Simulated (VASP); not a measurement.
# GeH2W8C8 in VASP: single point with PBE+D3(BJ)

Aim: the single point of GeH2W8C8 with PBE+D3(BJ).

Program: VASP 6.6.1. These are calculated values, not measurements. Logs are shortened: lines on timing, memory, paths and dates and some standing lists are left out, and cuts for length are marked.

## (1) The cell of the first run

The cell holds a slab with vacuum, 19 atoms: a = 5.783 Å, b = 5.783 Å, c = 17.245 Å, α = 90.00°, β = 90.00°, γ = 120.00°.

## (2) Single point, PBE+D3(BJ)

INCAR

```
PREC     = Accurate       # precision mode
ENCUT    = 520            # plane-wave cutoff, eV
EDIFF    = 1E-6           # SCF threshold, eV
ISMEAR   = 0              # smearing method
SIGMA    = 0.15           # smearing width, eV
LREAL    = Auto         
LASPH    = True           # aspherical terms in the spheres
NELM     = 80             # most SCF steps
ALGO     = Normal         # electronic algorithm
ISIF     = 2              # what is computed and relaxed
LWAVE    = False          # write WAVECAR
LCHARG   = False          # write CHGCAR
GGA      = PE             # functional
IVDW     = 12             # dispersion correction
NBANDS   = 95             # bands
```

KPOINTS

```
Automatic mesh
0
Gamma
  3 3 1
```

POSCAR

```
GeH2W8C8
1.0
    5.7832000000      0.0000000000      0.0000000000
   -2.8916000000      5.0083980000      0.0000000000
    0.0000000000      0.0000000000     17.2447000000
W C Ge H
8 8 1 2
Direct
    0.0000000000      0.0000000000      0.0579887734
   -0.0028418516      0.0018353174      0.2218449147
    0.0000000000      0.5000000000      0.0579887734
   -0.0104012335      0.4985843777      0.2255099828
    0.5000000000      0.0000000000      0.0579887734
    0.4960152627      0.0002903124      0.2229922817
    0.5000000000      0.5000000000      0.0579887734
    0.4932439987      0.5002160371      0.2231743666
    0.3330674752      0.1671648300      0.1335004958
    0.3249488808      0.1664847722      0.2872205373
    0.3306729496      0.6653578649      0.1343982209
    0.3206584932      0.6698748782      0.2886969910
    0.8331832639      0.1683757960      0.1350925792
    0.8238228505      0.1627546373      0.2956288599
    0.8318712371      0.6658133000      0.1354641716
    0.8171926222      0.6747023699      0.2962417438
    0.7843349967     -0.0920192445      0.3780051262
    0.5107469547     -0.1776110844      0.4185356660
    1.0099966013     -0.0194866702      0.4368236038
```

Potentials or basis: VASP PAW PBE potentials, release 64 (W_sv, C, Ge_d, H).

Started as:

```console
cat potpaw_PBE.64/W_sv/POTCAR potpaw_PBE.64/C/POTCAR potpaw_PBE.64/Ge_d/POTCAR potpaw_PBE.64/H/POTCAR > POTCAR
mpirun -np 1 vasp_std > vasp.out
```

OUTCAR:

```text
PREC = Accurate
   ENCUT = 520
   EDIFF = 1E-6
   ISMEAR = 0
   LREAL = Auto
   LASPH = True
   NELM = 80
   ISIF = 2
   GGA = PE
   IVDW = 12
 IVDW          = 12

 ion  position               nearest neighbor table
   1  0.000  0.000  0.058-   9 2.12  13 2.14  15 2.14   2 2.83   7 2.89   3 2.89   3 2.89   7 2.89
                             5 2.89   5 2.89
   2  0.997  0.002  0.222-  10 1.99  16 2.08  14 2.10  13 2.23  15 2.25   9 2.27   1 2.83   8 2.88
                             4 2.89   6 2.89   6 2.89   4 2.90  17 2.90   8 2.91
   3  0.000  0.500  0.058-  11 2.12  13 2.13  15 2.14   4 2.89   5 2.89   1 2.89   1 2.89   5 2.89
                             7 2.89   7 2.89
   4  0.990  0.499  0.226-  12 1.98  14 2.07  16 2.13  15 2.25  13 2.27  11 2.32   6 2.87   8 2.88
                             3 2.89   2 2.89   2 2.90   8 2.91   6 2.92
   5  0.500  0.000  0.058-   9 2.12  11 2.13  13 2.13   6 2.85   7 2.89   3 2.89   7 2.89   3 2.89
                             1 2.89   1 2.89
   6  0.496  0.000  0.223-  12 2.01  10 2.02  14 2.07   9 2.26  11 2.27  13 2.27   5 2.85   4 2.87
                             8 2.88   2 2.89   2 2.89   8 2.90   4 2.92
   7  0.500  0.500  0.058-   9 2.12  11 2.13  15 2.13   8 2.85   1 2.89   5 2.89   5 2.89   1 2.89
                             3 2.89   3 2.89
   8  0.493  0.500  0.223-  10 2.00  12 2.05  16 2.06  11 2.24  15 2.27   9 2.27   7 2.85   4 2.88
                             2 2.88   6 2.88   6 2.90   2 2.91   4 2.91
   9  0.333  0.167  0.134-   7 2.12   1 2.12   5 2.12   6 2.26   2 2.27   8 2.27
  10  0.325  0.166  0.287-   2 1.99   8 2.00   6 2.02
  11  0.331  0.665  0.134-   3 2.12   5 2.13   7 2.13   8 2.24   6 2.27   4 2.32
  12  0.321  0.670  0.289-   4 1.98   6 2.01   8 2.05
  13  0.833  0.168  0.135-   3 2.13   5 2.13   1 2.14   2 2.23   6 2.27   4 2.27
  14  0.824  0.163  0.296-  17 1.98   6 2.07   4 2.07   2 2.10
  15  0.832  0.666  0.135-   7 2.13   3 2.14   1 2.14   2 2.25   4 2.25   8 2.27
  16  0.817  0.675  0.296-  17 2.02   8 2.06   2 2.08   4 2.13
  17  0.784  0.908  0.378-  19 1.54  18 1.57  14 1.98  16 2.02   2 2.90
  18  0.511  0.822  0.419-  17 1.57
  19  0.010  0.981  0.437-  17 1.54

  LATTYP: Found a hexagonal cell.
 ALAT       =     5.7832000000
 C/A-ratio  =     2.9818612533

  Lattice vectors:

 A1 = (   5.7832000000,   0.0000000000,   0.0000000000)
 A2 = (  -2.8916000000,   5.0083980000,   0.0000000000)
 A3 = (   0.0000000000,   0.0000000000,  17.2447000000)

Analysis of symmetry for initial positions (statically):
=====================================================================
 Subroutine PRICEL returns:
 Original cell was already a primitive cell.

 Routine SETGRP: Setting up the symmetry group for a
 hexagonal supercell.

 Subroutine GETGRP returns: Found  1 space group operations
 (whereof  1 operations were pure point group operations)
 out of a pool of 24 trial point group operations.

The static configuration has the point symmetry C_1 .

Analysis of symmetry for dynamics (positions and initial velocities):
=====================================================================
 Subroutine PRICEL returns:
 Original cell was already a primitive cell.

 Routine SETGRP: Setting up the symmetry group for a
 hexagonal supercell.

 Subroutine GETGRP returns: Found  1 space group operations
 (whereof  1 operations were pure point group operations)
 out of a pool of 24 trial point group operations.

The dynamic configuration has the point symmetry C_1 .

 Subroutine INISYM returns: Found  1 space group operations
 (whereof  1 operations are pure point group operations),
 and found     1 'primitive' translations

----------------------------------------------------------------------------------------

                                     Primitive cell

  volume of cell :     499.4853

  direct lattice vectors                    reciprocal lattice vectors
     5.783200000  0.000000000  0.000000000     0.172914649  0.099832322  0.000000000
    -2.891600000  5.008398000  0.000000000     0.000000000  0.199664643  0.000000000
     0.000000000  0.000000000 17.244700000     0.000000000  0.000000000  0.057988831

  length of vectors
     5.783200000  5.783199900 17.244700000     0.199664640  0.199664643  0.057988831

  position of ions in fractional coordinates (direct lattice)
     0.000000000  0.000000000  0.057988773
     0.997158148  0.001835317  0.221844915
     0.000000000  0.500000000  0.057988773
     0.989598767  0.498584378  0.225509983
     0.500000000  0.000000000  0.057988773
     0.496015263  0.000290312  0.222992282
[... 11 lines left out ...]
     0.510746955  0.822388916  0.418535666
     0.009996601  0.980513330  0.436823604

  ion indices of the primitive-cell ions
   primitive index   ion index
                 1           1
                 2           2
                 3           3
                 4           4
                 5           5
                 6           6
[... 11 lines left out ...]
                18          18
                19          19

----------------------------------------------------------------------------------------

 KPOINTS: Automatic mesh

Automatic generation of k-mesh.
 Grid dimensions read from file:
 generate k-points for:    3    3    1

 Generating k-lattice:

  Cartesian coordinates                     Fractional coordinates (reciprocal lattice)
     0.057638216  0.033277441  0.000000000     0.333333333  0.000000000  0.000000000
     0.000000000  0.066554881  0.000000000     0.000000000  0.333333333  0.000000000
     0.000000000  0.000000000  0.057988831     0.000000000  0.000000000  1.000000000

  Length of vectors
     0.066554880  0.066554881  0.057988831

  Shift w.r.t. Gamma in fractional coordinates (k-lattice)
     0.000000000  0.000000000  0.000000000

 Subroutine IBZKPT returns following result:
 ===========================================

 Found      5 irreducible k-points:

 Following reciprocal coordinates:
            Coordinates               Weight
  0.000000  0.000000  0.000000      1.000000
  0.333333  0.000000  0.000000      2.000000
  0.000000  0.333333  0.000000      2.000000
 -0.333333  0.333333  0.000000      2.000000
  0.333333  0.333333  0.000000      2.000000
   k-points           NKPTS =      5   k-points in BZ     NKDIM =      5   number of bands    NBANDS=     95
   number of dos      NEDOS =    301   number of ions     NIONS =     19
   total plane-waves  NPLWV = 294912
   dimension x,y,z NGX =    48 NGY =   48 NGZ =  128
   dimension x,y,z NGXF=    96 NGYF=   96 NGZF=  256
   ions per type =               8   8   1   2
   NGX,Y,Z   is equivalent  to a cutoff of  13.80, 13.80, 12.34 a.u.
   NGXF,Y,Z  is equivalent  to a cutoff of  27.60, 27.60, 24.68 a.u.
 SYSTEM =  unknown system
   PREC   = accura    normal or accurate (medium, high low for compatibility)
   ISTART =      0    job   : 0-new  1-cont  2-samecut
   ICHARG =      2    charge: 1-file 2-atom 10-const
   ISPIN  =      1    spin polarized calculation?
   LNONCOLLINEAR =      F non collinear calculations
   LSORBIT =      F    spin-orbit coupling
   LASPH  =      T    aspherical Exc in radial PAW
   ENCUT  =  520.0 eV  38.22 Ry    6.18 a.u.  10.75 10.75 32.06*2*pi/ulx,y,z
   NELM   =     80;   NELMIN=  2; NELMDL= -5     # of ELM steps
   EDIFF  = 0.1E-05   stopping-criterion for ELM
   LREAL  =      T    real-space projection
   EDIFFG = 0.1E-04   stopping-criterion for IOM
   NSW    =      0    number of steps for IOM
   IBRION =     -1    ionic relax: 0-MD 1-quasi-New 2-CG
   NFREE  =      0    steps in history (QN), initial steepest desc. (CG)
   ISIF   =      2    stress and relaxation
   ISYM   =      2    0-nonsym 1-usesym 2-fastsym
   POTIM  = 0.5000    time-step for ionic-motion
   TEBEG  =    0.0;   TEEND  =   0.0 temperature during run
   PSTRESS=    0.0 pullay stress
   NELECT =     160.0000    total number of electrons
   NUPDOWN=      -1.0000    fix difference up-down
   EMIN   =  10.00;   EMAX   =-10.00  energy-range for DOS
   EFERMI =   0.00;   METHOD = LEGACY
   ISMEAR =     0;   SIGMA  =   0.15  broadening in eV -4-tet -1-fermi 0-gaus
   EFERMI_NEDOS =   21; number of points for ismear=-14 and -15
   IALGO  =     38    algorithm
   IMIX   =      4    mixing-type and parameters
     AMIX     =   0.40;   BMIX     =  1.00
     AMIX_MAG =   1.60;   BMIX_MAG =  1.00
  volume/ion in A,a.u.               =      26.29       177.40
  Fermi-wavevector in a.u.,A,eV,Ry     =   1.120144  2.116766 17.071543  1.254723
  Thomas-Fermi vector in A             =   2.256788
   LORBIT       =      0    0 simple, 1 ext, 2 COOP (PROOUT), +10 PAW based schemes
   GGA     = PE    functional components
   LHFCALC =     F    Hartree Fock is set to
   AEXX    =    0.0000 exact exchange contribution
   IVDW    =    12    specifies the selected vdW correction
   LEPSILON=     F    determine dielectric tensor
   LRPA    =     F    only Hartree local field effects (RPA)
 non-spin polarized calculation
 Gauss-broadening in eV      SIGMA  =   0.15
  energy-cutoff  :      520.00
  volume of cell :      499.49
 maximum number of plane-waves:     13461
 NGX is ok and might be reduce to    48
   NGX = 21   NGY = 21   NGZ = 65

 number of electron     159.9999990 magnetization

 Free energy of the ion-electron system (eV)
  ---------------------------------------------------
  ext. energy  EPLUGINS =         0.00000000
  ---------------------------------------------------
  free energy    TOTEN  =      -174.63366044 eV

  energy without entropy =     -174.54391116  energy(sigma->0) =     -174.58878580

 E-fermi :   0.8311     XC(G=0):  -6.3657

 val. band max:        0.8114066631   @ k =   0.3333   0.0000   0.0000
 cond. band min:       0.8403022244   @ k =   0.0000   0.3333   0.0000
 fundamental gap:      0.0288955613
 Fermi energy:         0.8310689571

 k-point     1 :       0.0000    0.0000    0.0000
  band No.  band energies     occupation
      1     -73.0639      2.00000
      2     -73.0326      2.00000
      3     -72.9827      2.00000
      4     -72.9703      2.00000
      5     -72.9656      2.00000
      6     -72.9422      2.00000
[... 464 lines left out ...]
     91       3.4562      0.00000
     92       3.4794      0.00000
 [bands above 92 left out]

------------------------ aborting loop because EDIFF is reached ----------------------------------------

 Edisp (eV)   -5.15924

 E8    (eV) :    -2.4180

  FORCE on cell =-STRESS in cart. coord.  units (eV):
  Direction    XX          YY          ZZ          XY          YZ          ZX
  --------------------------------------------------------------------------------------
  -------------------------------------------------------------------------------------
  Total       4.54706     4.49104     0.04090     2.70165    -0.08949     3.44171
  in kB      14.58542    14.40572     0.13120     8.66595    -0.28704    11.03983
  external pressure =        9.71 kB  Pullay stress =        0.00 kB

 VOLUME and BASIS-vectors are now :
 -----------------------------------------------------------------------------
  energy-cutoff  :      520.00
  volume of cell :      499.49
      direct lattice vectors                 reciprocal lattice vectors
     5.783200000  0.000000000  0.000000000     0.172914649  0.099832322  0.000000000
    -2.891600000  5.008398000  0.000000000     0.000000000  0.199664643  0.000000000
     0.000000000  0.000000000 17.244700000     0.000000000  0.000000000  0.057988831

 POSITION                                       TOTAL-FORCE (eV/Angst)
 -----------------------------------------------------------------------------------
      0.00000      0.00000      1.00000        -0.132832     -0.026327     -0.155477
      5.76146      0.00919      3.82565        -0.031440     -0.005720     -0.036261
     -1.44580      2.50420      1.00000        -0.255294     -0.022370      0.262953
      4.28134      2.49711      3.88885        -0.050915     -0.012265     -0.014569
      2.89160      0.00000      1.00000         0.053239     -0.047405     -0.108726
      2.86772      0.00145      3.84544        -0.006189      0.001844     -0.021327
[... 11 lines left out ...]
      0.57573      4.11885      7.21752         0.285516     -0.233668     -0.167315
     -2.77744      4.91080      7.53289         0.158810      0.261800      0.028250
 -----------------------------------------------------------------------------------
    total drift:                               -0.015928      0.010041      0.001014

  FREE ENERGIE OF THE ION-ELECTRON SYSTEM (eV)
  ---------------------------------------------------
  free  energy   TOTEN  =      -179.7928974494 eV

  energy  without entropy=     -179.7031481702  energy(sigma->0) =     -179.74802281
```

Wall time 12 min (1 thread of AMD EPYC 7R13 (Zen 3), shared host); peak memory 0.67 GiB.

What came out:

* Free energy: -179.7929 eV
* Largest force: 0.405 eV/Å
* Band gap on the k mesh: zero (bands 80 and 81 overlap by 0.59 eV)
* Dispersion energy per atom: -0.272 eV

Forces in eV/Å, atoms in the order of the input:
```
W   -0.133 -0.026 -0.155
W   -0.031 -0.006 -0.036
W   -0.255 -0.022  0.263
W   -0.051 -0.012 -0.015
W    0.053 -0.047 -0.109
W   -0.006  0.002 -0.021
W   -0.111  0.139 -0.124
W   -0.021  0.010 -0.023
C   -0.002  0.003 -0.006
C   -0.025 -0.004  0.089
C   -0.006 -0.001 -0.002
C   -0.057 -0.018  0.055
C   -0.003  0.005  0.005
C   -0.024 -0.019  0.083
C   -0.008  0.000  0.010
C   -0.063 -0.001  0.128
Ge   0.299 -0.029 -0.003
H    0.286 -0.234 -0.167
H    0.159  0.262  0.028
```

Caveat: the k points lie up to 0.42 Å⁻¹ apart, too coarse for converged energies and pressures of a metal; there is no dipole correction, which matters where the two faces differ; spin-orbit coupling is left out, which moves the levels of the heavy elements.

The gap in the log of VASP goes by the Fermi energy; the results here count the filled bands.